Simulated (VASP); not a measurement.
Al: single point with r2SCAN

The system is Al, a slab with vacuum.

```xyz
1
Lattice="2.8238 0.0000 0.0000 -1.4119 2.4455 0.0000 0.0000 0.0000 16.0000" Properties=species:S:1:pos:R:3 pbc="T T T"
Al    0.0000    0.0000    8.0000
```

```json
{"Program": "VASP 6.6.1", "Task": "single point", "Functional": "r2SCAN", "Potentials or basis": "VASP PAW PBE potentials, release 64 (Al)", "Cutoff": "520 eV", "k mesh": "17 × 17 × 1", "Occupations": "fermi-dirac, width 0.08 eV", "Spin": "no spin polarisation", "Dipole correction": "yes", "Further INCAR settings": "ALGO = Normal; EDIFF = 1e-06; NBANDS = 8"}
```

| Item | Value |
| --- | --- |
| Band gap on the k mesh | zero (an odd number of electrons rules out a gap without spin polarisation) |

Levels at points of the mesh, in eV from the Fermi level:
```
           k point  band 1  band 2  band 3  band 4  band 5  band 6
(0.00, 0.00, 0.00)   -8.62   -1.86    3.27    4.65    4.84    7.05
```

It took 2.9 min on 1 thread of Intel Xeon 8259CL, with other jobs on the host, peak memory 0.26 GiB.
